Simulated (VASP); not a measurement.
# Au (Fm-3m) in VASP: single point with PBE

Aim: the single point of Au with PBE.

Program: VASP 6.6.1. These are calculated values, not measurements. Logs are shortened: lines on timing, memory, paths and dates and some standing lists are left out, and cuts for length are marked.

### Step 1. The cell of the first run

The structure is cubic, space group Fm-3m (No. 225). The conventional cell has a = 4.171 Å, b = 4.171 Å, c = 4.171 Å, α = 90.00°, β = 90.00°, γ = 90.00°. Au (site symmetry m-3m) has 12 Au at 2.95 Å within 3.9 Å.

### Step 2. Single point, PBE

Contents of INCAR:

```
SYSTEM = Au
PREC = Accurate
ENCUT = 500
EDIFF = 1E-6
ISMEAR = 0
SIGMA = 0.1
LREAL = .FALSE.
LASPH = .TRUE.
NELM = 120
ALGO = Normal
ISIF = 2
LWAVE = .FALSE.
LCHARG = .FALSE.
GGA = PE
NBANDS = 12
GGA_COMPAT = .FALSE.
```

Contents of KPOINTS:

```
regular mesh
0
G
  8 8 8
  0 0 0
```

Contents of POSCAR:

```
Au
1.0
    0.0000000000      2.0856442657      2.0856442657
    2.0856442657      0.0000000000      2.0856442657
    2.0856442657      2.0856442657      0.0000000000
Au
1
Direct
    0.0000000000      0.0000000000      0.0000000000
```

Potentials or basis: VASP PAW PBE potentials, release 64 (Au).

The run is started by

```console
> cat potpaw_PBE.64/Au/POTCAR > POTCAR
> mpirun -np 1 vasp_std > vasp.out
```

OUTCAR:

```text
SYSTEM = Au
   PREC = Accurate
   ENCUT = 500
   EDIFF = 1E-6
   ISMEAR = 0
   LREAL = .FALSE.
   LASPH = .TRUE.
   NELM = 120
   ISIF = 2
   GGA = PE

 ion  position               nearest neighbor table
   1  0.000  0.000  0.000-

  LATTYP: Found a face centered cubic cell.
 ALAT       =     4.1712885314

  Lattice vectors:

 A1 = (   0.0000000000,   2.0856442657,   2.0856442657)
 A2 = (   2.0856442657,   0.0000000000,   2.0856442657)
 A3 = (   2.0856442657,   2.0856442657,   0.0000000000)

Analysis of symmetry for initial positions (statically):
=====================================================================
 Subroutine PRICEL returns:
 Original cell was already a primitive cell.

 Routine SETGRP: Setting up the symmetry group for a
 face centered cubic supercell.

 Subroutine GETGRP returns: Found 48 space group operations
 (whereof 48 operations were pure point group operations)
 out of a pool of 48 trial point group operations.

The static configuration has the point symmetry O_h .

Analysis of symmetry for dynamics (positions and initial velocities):
=====================================================================
 Subroutine PRICEL returns:
 Original cell was already a primitive cell.

 Routine SETGRP: Setting up the symmetry group for a
 face centered cubic supercell.

 Subroutine GETGRP returns: Found 48 space group operations
 (whereof 48 operations were pure point group operations)
 out of a pool of 48 trial point group operations.

The dynamic configuration has the point symmetry O_h .

 Subroutine INISYM returns: Found 48 space group operations
 (whereof 48 operations are pure point group operations),
 and found     1 'primitive' translations

----------------------------------------------------------------------------------------

                                     Primitive cell

  volume of cell :      18.1447

  direct lattice vectors                    reciprocal lattice vectors
     0.000000000  2.085644266  2.085644266    -0.239734076  0.239734076  0.239734076
     2.085644266  0.000000000  2.085644266     0.239734076 -0.239734076  0.239734076
     2.085644266  2.085644266  0.000000000     0.239734076  0.239734076 -0.239734076

  length of vectors
     2.949546407  2.949546407  2.949546407     0.415231599  0.415231599  0.415231599

  position of ions in fractional coordinates (direct lattice)
     0.000000000  0.000000000  0.000000000

  ion indices of the primitive-cell ions
   primitive index   ion index
                 1           1

----------------------------------------------------------------------------------------

 KPOINTS: regular mesh

Automatic generation of k-mesh.
 Grid dimensions read from file:
 generate k-points for:    8    8    8

 Generating k-lattice:

  Cartesian coordinates                     Fractional coordinates (reciprocal lattice)
    -0.029966759  0.029966759  0.029966759     0.125000000  0.000000000  0.000000000
     0.029966759 -0.029966759  0.029966759     0.000000000  0.125000000  0.000000000
     0.029966759  0.029966759 -0.029966759     0.000000000  0.000000000  0.125000000

  Length of vectors
     0.051903950  0.051903950  0.051903950

  Shift w.r.t. Gamma in fractional coordinates (k-lattice)
     0.000000000  0.000000000  0.000000000

 Subroutine IBZKPT returns following result:
 ===========================================

 Found     29 irreducible k-points:

 Following reciprocal coordinates:
            Coordinates               Weight
  0.000000  0.000000  0.000000      1.000000
  0.125000  0.000000  0.000000      8.000000
  0.250000  0.000000  0.000000      8.000000
  0.375000  0.000000  0.000000      8.000000
  0.500000  0.000000  0.000000      4.000000
  0.125000  0.125000  0.000000      6.000000
[... 16 lines left out ...]
  0.500000  0.250000  0.125000     48.000000
 -0.375000  0.250000  0.125000     24.000000
 [... further k-points ...]
   k-points           NKPTS =     29   k-points in BZ     NKDIM =     29   number of bands    NBANDS=     12
   number of dos      NEDOS =    301   number of ions     NIONS =      1
   total plane-waves  NPLWV =  13824
   dimension x,y,z NGX =    24 NGY =   24 NGZ =   24
   dimension x,y,z NGXF=    48 NGYF=   48 NGZF=   48
   ions per type =               1
   NGX,Y,Z   is equivalent  to a cutoff of  13.53, 13.53, 13.53 a.u.
   NGXF,Y,Z  is equivalent  to a cutoff of  27.05, 27.05, 27.05 a.u.
 SYSTEM =  Au
   PREC   = accura    normal or accurate (medium, high low for compatibility)
   ISTART =      0    job   : 0-new  1-cont  2-samecut
   ICHARG =      2    charge: 1-file 2-atom 10-const
   ISPIN  =      1    spin polarized calculation?
   LNONCOLLINEAR =      F non collinear calculations
   LSORBIT =      F    spin-orbit coupling
   LASPH  =      T    aspherical Exc in radial PAW
   ENCUT  =  500.0 eV  36.75 Ry    6.06 a.u.   5.38  5.38  5.38*2*pi/ulx,y,z
   NELM   =    120;   NELMIN=  2; NELMDL= -5     # of ELM steps
   EDIFF  = 0.1E-05   stopping-criterion for ELM
   LREAL  =      F    real-space projection
   EDIFFG = 0.1E-04   stopping-criterion for IOM
   NSW    =      0    number of steps for IOM
   IBRION =     -1    ionic relax: 0-MD 1-quasi-New 2-CG
   NFREE  =      0    steps in history (QN), initial steepest desc. (CG)
   ISIF   =      2    stress and relaxation
   ISYM   =      2    0-nonsym 1-usesym 2-fastsym
   POTIM  = 0.5000    time-step for ionic-motion
   TEBEG  =    0.0;   TEEND  =   0.0 temperature during run
   PSTRESS=    0.0 pullay stress
   NELECT =      11.0000    total number of electrons
   NUPDOWN=      -1.0000    fix difference up-down
   EMIN   =  10.00;   EMAX   =-10.00  energy-range for DOS
   EFERMI =   0.00;   METHOD = LEGACY
   ISMEAR =     0;   SIGMA  =   0.10  broadening in eV -4-tet -1-fermi 0-gaus
   EFERMI_NEDOS =   21; number of points for ismear=-14 and -15
   IALGO  =     38    algorithm
   IMIX   =      4    mixing-type and parameters
     AMIX     =   0.40;   BMIX     =  1.00
     AMIX_MAG =   1.60;   BMIX_MAG =  1.00
  volume/ion in A,a.u.               =      18.14       122.45
  Fermi-wavevector in a.u.,A,eV,Ry     =   1.385550  2.618310 26.119763  1.919748
  Thomas-Fermi vector in A             =   2.509949
   LORBIT       =      0    0 simple, 1 ext, 2 COOP (PROOUT), +10 PAW based schemes
   GGA     = PE    functional components
   LHFCALC =     F    Hartree Fock is set to
   AEXX    =    0.0000 exact exchange contribution
   IVDW    =     0    specifies the selected vdW correction
   LEPSILON=     F    determine dielectric tensor
   LRPA    =     F    only Hartree local field effects (RPA)
 non-spin polarized calculation
 Gauss-broadening in eV      SIGMA  =   0.10
  energy-cutoff  :      500.00
  volume of cell :       18.14
 maximum number of plane-waves:       477
 NGX is ok and might be reduce to    24
   NGX = 11   NGY = 11   NGZ = 11

 number of electron      11.0000001 magnetization

 Free energy of the ion-electron system (eV)
  ---------------------------------------------------
  ext. energy  EPLUGINS =         0.00000000
  ---------------------------------------------------
  free energy    TOTEN  =        -3.18793400 eV

  energy without entropy =       -3.18484297  energy(sigma->0) =       -3.18638848

 E-fermi :   8.3600     XC(G=0): -12.3423

 val. band max:        8.2857283607   @ k =   0.5000   0.2500   0.1250
 cond. band min:       8.5646464793   @ k =   0.5000   0.3750   0.1250
 fundamental gap:      0.2789181186
 Fermi energy:         8.3600323847

 k-point     1 :       0.0000    0.0000    0.0000
  band No.  band energies     occupation
      1      -0.7462      2.00000
      2       4.0999      2.00000
      3       4.0999      2.00000
      4       4.0999      2.00000
      5       5.4560      2.00000
      6       5.4560      2.00000
      7      23.0533      0.00000
      8      26.6913      0.00000
      9      26.6913      0.00000
     10      26.6913      0.00000
     11      31.3997      0.00000
     12      35.3900      0.00000

 k-point     2 :       0.1250    0.0000    0.0000
  band No.  band energies     occupation
      1      -0.2434      2.00000
      2       3.9674      2.00000
      3       4.2486      2.00000
      4       4.2486      2.00000
      5       5.4061      2.00000
      6       5.4061      2.00000
      7      23.3081      0.00000
      8      24.2223      0.00000
      9      27.1978      0.00000
     10      27.1978      0.00000
     11      31.1417      0.00000
     12      33.2348      0.00000

 k-point     3 :       0.2500    0.0000    0.0000
  band No.  band energies     occupation
      1       0.9674      2.00000
      2       4.0007      2.00000
      3       4.3532      2.00000
      4       4.3532      2.00000
      5       5.6097      2.00000
      6       5.6097      2.00000
      7      19.2247      0.00000
      8      23.9877      0.00000
      9      27.6802      0.00000
     10      27.6802      0.00000
     11      29.7270      0.00000
     12      30.9732      0.00000
[... 286 lines left out ...]
 k-point    23 :       0.5000    0.2500    0.1250
  band No.  band energies     occupation
      1       2.6483      2.00000
      2       3.6824      2.00000
      3       3.8577      2.00000
      4       5.0433      2.00000
      5       6.1011      2.00000
      6       8.2857      1.70666
      7      15.1690      0.00000
      8      19.9524      0.00000
      9      22.3786      0.00000
     10      26.5295      0.00000
     11      30.3847      0.00000
     12      33.7081      0.00000

 k-point    24 :      -0.3750    0.2500    0.1250
  band No.  band energies     occupation
      1       2.6493      2.00000
      2       3.5141      2.00000
      3       4.5288      2.00000
      4       4.8567      2.00000
      5       6.4103      2.00000
      6      11.0680      0.00000
      7      11.2603      0.00000
      8      20.1592      0.00000
      9      21.2234      0.00000
     10      25.8084      0.00000
     11      31.6621      0.00000
     12      34.7079      0.00000

 [... further k-points ...]

------------------------ aborting loop because EDIFF is reached ----------------------------------------

  FORCE on cell =-STRESS in cart. coord.  units (eV):
  Direction    XX          YY          ZZ          XY          YZ          ZX
  --------------------------------------------------------------------------------------
  -------------------------------------------------------------------------------------
  Total       -0.0937544     -0.0937544     -0.0937544      0.0000000      0.0000000      0.0000000
  in kB       -8.2785008     -8.2785008     -8.2785008      0.0000000      0.0000000      0.0000000
  external PRESSURE =      -8.2785008 kB  Pullay stress =       0.0000000 kB

 VOLUME and BASIS-vectors are now :
 -----------------------------------------------------------------------------
  energy-cutoff  :      500.00
  volume of cell :       18.14
      direct lattice vectors                 reciprocal lattice vectors
     0.000000000  2.085644266  2.085644266    -0.239734076  0.239734076  0.239734076
     2.085644266  0.000000000  2.085644266     0.239734076 -0.239734076  0.239734076
     2.085644266  2.085644266  0.000000000     0.239734076  0.239734076 -0.239734076

 POSITION                                       TOTAL-FORCE (eV/Angst)
 -----------------------------------------------------------------------------------
      0.00000      0.00000      0.00000         0.000000     -0.000000     -0.000000
 -----------------------------------------------------------------------------------
    total drift:                               -0.000000      0.000000      0.000000

  FREE ENERGIE OF THE ION-ELECTRON SYSTEM (eV)
  ---------------------------------------------------
  free  energy   TOTEN  =        -3.1879339953 eV

  energy  without entropy=       -3.1848429663  energy(sigma->0) =       -3.18638848
```

Run time: 6.8 s. Hardware: 1 thread of Intel Xeon 8259CL, shared host; peak memory 0.14 GiB.

What came out:

```yaml
Free_energy: -3.1879 eV
Pressure: -0.8 GPa
Band_gap_on_the_k_mesh: zero (an odd number of electrons rules out a gap without spin polarisation)
```

Levels at points of the mesh, in eV from the Fermi level:
| k point | band 4 | band 5 | band 6 | band 7 | band 8 | band 9 |
| --- | --- | --- | --- | --- | --- | --- |
| (0.00, 0.00, 0.00) | -4.26 | -2.90 | -2.90 | 14.69 | 18.33 | 18.33 |
| (0.50, 0.00, 0.00) | -1.83 | -1.83 | -0.57 | 2.85 | 14.13 | 16.76 |
| (0.50, 0.50, 0.00) | -1.54 | -1.54 | 1.30 | 5.39 | 9.93 | 9.93 |

Caveat: spin-orbit coupling is left out, which moves the levels of the heavy elements.

The gap in the log of VASP goes by the Fermi energy; the results here count the filled bands.